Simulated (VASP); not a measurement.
# O (C2/m) in VASP: further runs, part 3 of 3

VASP 6.6.1. Earlier steps stand in the parts before.

**6. Electric field gradients, PBE (z stretched by -4 % at fixed volume)**

Contents of INCAR:

```
PREC = Accurate
ENCUT = 520
EDIFF = 1E-8
ISMEAR = -1
SIGMA = 0.01
LREAL = False
LASPH = True
NELM = 100
ALGO = Normal
ISIF = 2
LWAVE = False
LCHARG = False
GGA = PE
LEFG = True
NBANDS = 13
```

Contents of KPOINTS:

```
Automatic mesh
0
Gamma
  11 11 8
```

Contents of POSCAR:

```
O
1.0
    2.7572068918     -1.7498542351      0.0000000000
    2.7572068918      1.7498542351      0.0000000000
   -2.0055095208      0.0000000000      3.5980704000
O
2
Direct
    0.0640000000      0.0640000000      0.1530000000
    0.9360000000      0.9360000000      0.8470000000
```

Potentials or basis: VASP PAW PBE potentials, release 64 (O).

Launch:

```sh
cat potpaw_PBE.64/O/POTCAR > POTCAR
mpirun -np 1 vasp_std > vasp.out
```

OUTCAR:

```text
PREC = Accurate
   ENCUT = 520
   EDIFF = 1E-8
   ISMEAR = -1
   LREAL = False
   LASPH = True
   NELM = 100
   ISIF = 2
   GGA = PE

 ion  position               nearest neighbor table
   1  0.064  0.064  0.153-   2 1.10
   2  0.936  0.936  0.847-   1 1.10

  LATTYP: Found a base centered monoclinic cell.
 ALAT       =     5.5144137836
 B/A-ratio  =     0.6346474181
 C/A-ratio  =     0.7469959857
 COS(beta)  =    -0.4868633791

  Lattice vectors:

 A1 = (   2.7572068918,  -1.7498542351,   0.0000000000)
 A2 = (   2.7572068918,   1.7498542351,   0.0000000000)
 A3 = (  -2.0055095208,   0.0000000000,   3.5980704000)

Analysis of symmetry for initial positions (statically):
=====================================================================
 Subroutine PRICEL returns:
 Original cell was already a primitive cell.

 Routine SETGRP: Setting up the symmetry group for a
 base centered monoclinic supercell.

 Subroutine GETGRP returns: Found  4 space group operations
 (whereof  4 operations were pure point group operations)
 out of a pool of  4 trial point group operations.

The static configuration has the point symmetry C_2h.

Analysis of symmetry for dynamics (positions and initial velocities):
=====================================================================
 Subroutine PRICEL returns:
 Original cell was already a primitive cell.

 Routine SETGRP: Setting up the symmetry group for a
 base centered monoclinic supercell.

 Subroutine GETGRP returns: Found  4 space group operations
 (whereof  4 operations were pure point group operations)
 out of a pool of  4 trial point group operations.

The dynamic configuration has the point symmetry C_2h.

 Subroutine INISYM returns: Found  4 space group operations
 (whereof  4 operations are pure point group operations),
 and found     1 'primitive' translations

----------------------------------------------------------------------------------------

                                     Primitive cell

  volume of cell :      34.7193

  direct lattice vectors                    reciprocal lattice vectors
     2.757206892 -1.749854235  0.000000000     0.181342939 -0.285738086  0.101077786
     2.757206892  1.749854235  0.000000000     0.181342939  0.285738086  0.101077786
    -2.005509521  0.000000000  3.598070400     0.000000000  0.000000000  0.277926747

  length of vectors
     3.265605562  3.265605562  4.119244960     0.353197160  0.353197160  0.277926747

  position of ions in fractional coordinates (direct lattice)
     0.064000000  0.064000000  0.153000000
     0.936000000  0.936000000  0.847000000

  ion indices of the primitive-cell ions
   primitive index   ion index
                 1           1
                 2           2

----------------------------------------------------------------------------------------

 KPOINTS: Automatic mesh

Automatic generation of k-mesh.
 Grid dimensions read from file:
 generate k-points for:   11   11    8

 Generating k-lattice:

[... 80 lines left out ...]
     AMIX     =   0.40;   BMIX     =  1.00
     AMIX_MAG =   1.60;   BMIX_MAG =  1.00
  volume/ion in A,a.u.               =      17.36       117.15
  Fermi-wavevector in a.u.,A,eV,Ry     =   1.148890  2.171086 17.958972  1.319947
  Thomas-Fermi vector in A             =   2.285562
   LORBIT       =      0    0 simple, 1 ext, 2 COOP (PROOUT), +10 PAW based schemes
   GGA     = PE    functional components
   LHFCALC =     F    Hartree Fock is set to
   AEXX    =    0.0000 exact exchange contribution
   IVDW    =     0    specifies the selected vdW correction
   LEPSILON=     F    determine dielectric tensor
   LRPA    =     F    only Hartree local field effects (RPA)
 non-spin polarized calculation
  energy-cutoff  :      520.00
  volume of cell :       34.72
 maximum number of plane-waves:       957
   NGX = 13   NGY = 13   NGZ = 15

 number of electron      12.0000007 magnetization

 Free energy of the ion-electron system (eV)
  ---------------------------------------------------
  ext. energy  EPLUGINS =         0.00000000
  ---------------------------------------------------
  free energy    TOTEN  =        -8.33262780 eV

  energy without entropy =       -8.33132930  energy(sigma->0) =       -8.33197855

 E-fermi :  -0.8939     XC(G=0):  -7.3410

 val. band max:       -0.8985808756   @ k =  -0.3636   0.1818   0.1250
 cond. band min:      -0.8930306406   @ k =  -0.2727  -0.2727   0.2500
 fundamental gap:      0.0055502350
 Fermi energy:        -0.8939438944

 k-point     1 :       0.0000    0.0000    0.0000
  band No.  band energies     occupation
      1     -31.3570      2.00000
      2     -14.7666      2.00000
      3     -10.0691      2.00000
      4      -9.6170      2.00000
      5      -9.5697      2.00000
      6      -0.7560      0.00000
      7      -0.6171      0.00000
      8       4.6529      0.00000
      9      11.7659      0.00000
     10      12.3385      0.00000
     11      15.4678      0.00000
     12      15.4927      0.00000
     13      16.7210      0.00000
[... 354 lines left out ...]
  band No.  band energies     occupation
      1     -31.3188      2.00000
      2     -14.7760      2.00000
      3     -10.2574      2.00000
      4      -9.7604      2.00000
      5      -9.4534      2.00000
      6      -1.0306      2.00000
      7      -0.8796      0.38550
      8       6.1076      0.00000
      9      11.3567      0.00000
     10      12.9338      0.00000
     11      13.0977      0.00000
     12      14.0118      0.00000
     13      16.3005      0.00000

 [... further k-points ...]

------------------------ aborting loop because EDIFF is reached ----------------------------------------

  FORCE on cell =-STRESS in cart. coord.  units (eV):
  Direction    XX          YY          ZZ          XY          YZ          ZX
  --------------------------------------------------------------------------------------
  -------------------------------------------------------------------------------------
  Total       -0.9758886     -0.7000312     16.2217816      0.0000000      0.0000000      1.1425153
  in kB      -45.0339416    -32.3040596    748.5800535      0.0000000      0.0000000     52.7231951
  external PRESSURE =     223.7473508 kB  Pullay stress =       0.0000000 kB

 VOLUME and BASIS-vectors are now :
 -----------------------------------------------------------------------------
  energy-cutoff  :      520.00
  volume of cell :       34.72
      direct lattice vectors                 reciprocal lattice vectors
     2.757206892 -1.749854235  0.000000000     0.181342939 -0.285738086  0.101077786
     2.757206892  1.749854235  0.000000000     0.181342939  0.285738086  0.101077786
    -2.005509521  0.000000000  3.598070400     0.000000000  0.000000000  0.277926747

 POSITION                                       TOTAL-FORCE (eV/Angst)
 -----------------------------------------------------------------------------------
      0.04608      0.00000      0.55050         1.031097      0.000000     14.877235
      3.46282      0.00000      3.04757        -1.031097      0.000000    -14.877235
 -----------------------------------------------------------------------------------
    total drift:                               -0.000000     -0.000000      0.000000

  FREE ENERGIE OF THE ION-ELECTRON SYSTEM (eV)
  ---------------------------------------------------
  free  energy   TOTEN  =        -8.3326278040 eV

  energy  without entropy=       -8.3313293008  energy(sigma->0) =       -8.33197855

 Electric field gradients (V/A^2)
---------------------------------------------------------------------
 ion       V_xx      V_yy      V_zz      V_xy      V_xz      V_yz
---------------------------------------------------------------------
   1     -42.867   -55.678    98.546     0.000    11.460     0.000
   2     -42.867   -55.678    98.546     0.000    11.460     0.000
---------------------------------------------------------------------

 Electric field gradients after diagonalization (V/A^2)
 (convention: |V_zz| > |V_xx| > |V_yy|)
----------------------------------------------------------------------
 ion       V_xx      V_yy      V_zz     asymmetry (V_yy - V_xx)/ V_zz
----------------------------------------------------------------------
   1     -55.678   -43.790    99.468       0.120
   2     -55.678   -43.790    99.468       0.120
----------------------------------------------------------------------

           NMR quadrupolar parameters

 Cq : quadrupolar parameter    Cq=e*Q*V_zz/h
 eta: asymmetry parameters     (V_yy - V_xx)/ V_zz
 Q  : nuclear electric quadrupole moment in mb (millibarn)
----------------------------------------------------------------------
 ion       Cq(MHz)       eta       Q (mb)
----------------------------------------------------------------------
   1       0.241       0.120       1.000
   2       0.241       0.120       1.000
----------------------------------------------------------------------
```

OSZICAR:

```text
N       E                     dE             d eps       ncg     rms          rms(c)
DAV:   1     0.441288678456E+02    0.44129E+02   -0.58528E+03  7124   0.807E+02
DAV:   2    -0.691532565812E+01   -0.51044E+02   -0.49420E+02  9318   0.180E+02
DAV:   3    -0.874073085062E+01   -0.18254E+01   -0.17740E+01  8493   0.317E+01
DAV:   4    -0.874906527067E+01   -0.83344E-02   -0.83315E-02  8033   0.252E+00
DAV:   5    -0.874910837558E+01   -0.43105E-04   -0.43104E-04  8405   0.174E-01    0.502E+00
DAV:   6    -0.840435546945E+01    0.34475E+00   -0.34819E-01  8785   0.508E+00    0.252E+00
DAV:   7    -0.833101301453E+01    0.73342E-01   -0.22838E-01  8880   0.417E+00    0.609E-01
DAV:   8    -0.833237605436E+01   -0.13630E-02   -0.12666E-02  7930   0.959E-01    0.175E-01
DAV:   9    -0.833256804642E+01   -0.19199E-03   -0.33486E-04  8370   0.150E-01    0.678E-02
DAV:  10    -0.833261953414E+01   -0.51488E-04   -0.82269E-05  7470   0.926E-02    0.124E-02
DAV:  11    -0.833262750919E+01   -0.79751E-05   -0.18124E-05  7825   0.361E-02    0.650E-03
DAV:  12    -0.833262762996E+01   -0.12077E-06   -0.24185E-06  8070   0.119E-02    0.981E-04
DAV:  13    -0.833262779117E+01   -0.16122E-06   -0.81524E-08  7535   0.233E-03    0.449E-04
DAV:  14    -0.833262780319E+01   -0.12021E-07   -0.10433E-08  8030   0.821E-04    0.847E-05
DAV:  15    -0.833262780398E+01   -0.78660E-09   -0.32414E-10  5525   0.161E-04
   1 F= -.83326278E+01 E0= -.83319786E+01  d E =-.129850E-02
```

Wall time 1.9 min (1 thread of Oxide Virtual Turin-like, shared host); peak memory 0.17 GiB.

Results:

| Item | Value |
| --- | --- |
| Free energy | -8.3326 eV |
| Pressure | 22.4 GPa |
| Largest force | 14.913 eV/Å |
| Band gap on the k mesh | zero (bands 6 and 7 overlap by 0.54 eV) |
| Largest electric field gradient by atom | O +99.5 V/Å² |

Forces on the atoms (eV/Å):
```
O     1.031   0.000  14.877
O    -1.031   0.000 -14.877
```

Stress tensor (GPa, compression positive):
```
-4.50  0.00  5.27
 0.00 -3.23  0.00
 5.27  0.00 74.86
```

Electric field gradients, principal values (V/Å²):
```tsv
atom	least	middle	greatest (by size)
1 O	-43.790	-55.678	99.468
2 O	-43.790	-55.678	99.468
```

Caveat: the standard files for N, O and F lose accuracy on very short bonds; spin is off for a triplet molecule; the stress differs along the axes, from -5 to 75 GPa; this functional lacks dispersion, which holds the molecules together, so the pressure and a relaxed volume are unreliable; without QUAD_EFG the Cq values of the log hold for a quadrupole moment of 1 mb, not for the nuclei; forces of over 1 eV/Å act on the atoms, so gaps and moduli don't describe the material at rest.

**7. The runs side by side**

| cell | k mesh | gap on the mesh (eV) | pressure (GPa) | largest force (eV/Å) |
| --- | --- | --- | --- | --- |
| a = 3.200, b = 3.200, c = 4.232 Å, angles 113.1, 113.1, 64.8°, 2 atoms | 15 × 15 × 11 | none | 11.0 | 8.00 |
| a = 3.200, b = 3.200, c = 4.232 Å, angles 113.1, 113.1, 64.8°, 2 atoms | 3 × 3 × 2 | none | 10.8 | 7.94 |
| a = 3.200, b = 3.200, c = 4.232 Å, angles 113.1, 113.1, 64.8°, 2 atoms | 6 × 6 × 4 | none | 11.0 | 8.01 |
| a = 3.200, b = 3.200, c = 4.232 Å, angles 113.1, 113.1, 64.8°, 2 atoms | 8 × 8 × 6 | none | 11.0 | 8.00 |
| a = 3.266, b = 3.266, c = 4.119 Å, angles 114.3, 114.3, 64.8°, 2 atoms | 11 × 11 × 8 | none | 22.4 | 14.91 |

Alike in all rows: task electric field gradients; level PBE; potentials or basis VASP PAW PBE potentials, release 64 (O); no spin polarisation; cutoff (eV) 520; smearing fermi-dirac 0.01 eV.

Caveats: some runs use coarse meshes; the standard files for N, O and F lose accuracy on very short bonds; spin is off for a triplet molecule; this functional lacks dispersion, which holds the molecules together, so the pressure and a relaxed volume are unreliable; forces of over 1 eV/Å act on the atoms, so gaps and moduli don't describe the material at rest; the stress differs along the axes, from -5 to 42 GPa (at least some runs); the stress differs along the axes, from -5 to 75 GPa (at least some runs).

Total energies depend on the potentials used, so only differences within one code and one set of settings carry meaning.

The gap in the log of VASP goes by the Fermi energy; the results here count the filled bands.